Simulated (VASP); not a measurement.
Wanted: the native input for a VASP 6.6.1 run.

* Task: single point
* Functional: PBEsol
* Potentials or basis: VASP PAW PBE potentials, release 64 (Hf_pv, N)
* Cutoff: 520 eV
* k mesh: 16 × 16 × 16
* Occupations: gaussian, width 0.1 eV
* Spin: no spin polarisation
* Dipole correction: no
* Further INCAR settings: ALGO = Normal; EDIFF = 1e-06; NBANDS = 14

The structure of HfN lies in POSCAR:

```
HfN
1.0
    0.0000000000      2.2508709313      2.2508709313
    2.2508709313      0.0000000000      2.2508709313
    2.2508709313      2.2508709313      0.0000000000
Hf N
1 1
Direct
    0.0000000000      0.0000000000      0.0000000000
    0.5000000000      0.5000000000      0.5000000000
```

The input as run:

INCAR

```
SYSTEM = HfN
PREC     = Accurate       ! precision mode
ENCUT    = 520            ! plane-wave cutoff, eV
EDIFF    = 1E-6           ! SCF threshold, eV
ISMEAR   = 0              ! smearing method
SIGMA    = 0.1            ! smearing width, eV
LREAL    = .False.        ! projectors in reciprocal space
LASPH    = .True.         ! aspherical terms in the spheres
NELM     = 60             ! most SCF steps
ALGO     = Normal         ! electronic algorithm
ISIF     = 2              ! what is computed and relaxed
LWAVE    = .False.        ! write WAVECAR
LCHARG   = .True.         ! write CHGCAR
GGA      = PS             ! functional
LELF     = .True.         ! ELF
LVHAR    = .True.       
NBANDS   = 14             ! bands
```

KPOINTS

```
Automatic mesh
0
Gamma
  16 16 16
  0 0 0
```

Potentials or basis: VASP PAW PBE potentials, release 64 (Hf_pv, N).

The run is started by

```sh
$ cat potpaw_PBE.64/Hf_pv/POTCAR potpaw_PBE.64/N/POTCAR > POTCAR
$ mpirun -np 1 vasp_std > vasp.out
```

It gave:

* Pressure: -2.2 GPa
* Band gap on the k mesh: zero (an odd number of electrons rules out a gap without spin polarisation)

Caveat: the PAW data sets were made with another functional, which shifts forces and pressure a little; spin-orbit coupling is left out, which moves the levels of the heavy elements.

Run time: 84 s on 1 thread of Intel Xeon 8259CL (shared host), peak memory 0.18 GiB.
